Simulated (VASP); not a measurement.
Ge, 1 atom in the cell. It takes space group Cmmm (No. 65, orthorhombic). The conventional cell has a = 3.829 Å, b = 3.837 Å, c = 2.711 Å, α = 90.00°, β = 90.00°, γ = 90.00°. Ge (site symmetry mmm) has 6 Ge at 2.71 Å within 3.6 Å. 

| Item | Value |
| --- | --- |
| Program | VASP 6.6.1 |
| Task | single point |
| Functional | PBE |
| Potentials or basis | VASP PAW PBE potentials, release 64 (Ge_d) |
| Cutoff | 520 eV |
| k mesh | 20 × 20 × 20 |
| Occupations | gaussian, width 0.1 eV |
| Spin | no spin polarisation |
| Dipole correction | no |
| Further INCAR settings | ALGO = Normal; EDIFF = 1e-07; NBANDS = 13 |

Potentials or basis: VASP PAW PBE potentials, release 64 (Ge_d).

Launch:

```console
$ cat potpaw_PBE.64/Ge_d/POTCAR > POTCAR
$ mpirun -np 1 vasp_std > vasp.out
```

Hardware: 1 thread of Intel(R) Xeon(R) Platinum 8259CL CPU @ 2.50GHz (Skylake/Cascade Lake), on a shared host.

Task: Estimate the wall time of this run.

Result: Run time: 2.8 min on 1 thread of Intel(R) Xeon(R) Platinum 8259CL CPU @ 2.50GHz (Skylake/Cascade Lake), on a shared host, peak memory 0.37 GiB. Counts: scf iterations 10, k points 1221.
